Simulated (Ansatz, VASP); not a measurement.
## Pb in VASP and in Ansatz

```
Pb
1.0
     0.00000    2.47493    2.47493
     2.47493    0.00000    2.47493
     2.47493    2.47493    0.00000
Pb
1
Direct
  0.00000 0.00000 0.00000
```

Alike in both runs: task relaxation of cell and atoms; functional PBEsol; k mesh 14 × 14 × 14; occupations gaussian, width 0.1 eV; no spin polarisation.

```csv
,VASP,Ansatz
version,VASP 6.6.1,Ansatz 0.2.0
potentials or method,"VASP PAW PBE potentials, release 64 (Pb_d), cutoff 600 eV","scalar-relativistic, plane waves, PAW"
valence electrons in the cell,14,14
```

|  | VASP | Ansatz | Ansatz less VASP |
| --- | --- | --- | --- |
| gap on the k mesh at the Fermi level, each at its own relaxed structure (eV) | none | none | - |
| relaxed volume (Å³/atom) | 30.04 | 30.03 | -0.018 |
| relaxed length of the cell vector where the two differ most in proportion (Å) | 3.489 | 3.489 | -0.0007 |

VASP's potentials were made for PBE, not for PBEsol. A gap of «none» marks a metal or a gap that the smearing closes.

Spin-orbit coupling is off throughout.
